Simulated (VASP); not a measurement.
A run of VASP 6.6.1 is set up as follows.

File INCAR:

```
ALGO     = Normal         # electronic algorithm
EDIFF    = 1E-6           # SCF threshold, eV
EDIFFG   = -0.01          # ionic threshold
ENCUT    = 600            # plane-wave cutoff, eV
GGA      = PE             # functional
IBRION   = 2              # ionic algorithm
ISIF     = 3              # what is computed and relaxed
ISMEAR   = 0              # smearing method
LASPH    = True           # aspherical terms in the spheres
LCHARG   = False          # write CHGCAR
LREAL    = False          # projectors in reciprocal space
LWAVE    = False          # write WAVECAR
NELM     = 100            # most SCF steps
NSW      = 100            # ionic steps
PREC     = Accurate       # precision mode
SIGMA    = 0.1            # smearing width, eV
```

The input KPOINTS:

```
k-points
0
Gamma
  16 16 6
```

File POSCAR:

```
Si3Sn
1.0
    3.0465780554      0.0000000000      0.0000000000
    0.0000000000      3.0465780554      0.0000000000
    0.0000000000      0.0000000000      8.0578000293
Si Sn
3 1
Direct
    0.0000000000      0.0000000000      0.0000000000
    0.5000000000      0.5000000000      0.1846973619
    0.5000000000      0.5000000000      0.8153026381
    0.0000000000      0.0000000000      0.5000000000
```

Potentials or basis: VASP PAW PBE potentials, release 64 (Si, Sn_d).

Launch:

```sh
$ cat potpaw_PBE.64/Si/POTCAR potpaw_PBE.64/Sn_d/POTCAR > POTCAR
$ mpirun -np 1 vasp_std > vasp.out
```

Task: Estimate the relaxed cell.

Result: a = 3.286 Å, b = 3.286 Å, c = 6.786 Å, α = 90.00°, β = 90.00°, γ = 90.00°.

Task: Estimate the space group after relaxing (to 0.05 Å).

Result: P4/mmm (No. 123).

Final structure:
```xyz
4
Lattice="3.2862 0.0000 0.0000 0.0000 3.2862 0.0000 0.0000 0.0000 6.7862" Properties=species:S:1:pos:R:3 pbc="T T T"
Si    0.0000    0.0000    0.0000
Si    1.6431    1.6431    1.2529
Si    1.6431    1.6431    5.5333
Sn    0.0000    0.0000    3.3931
```
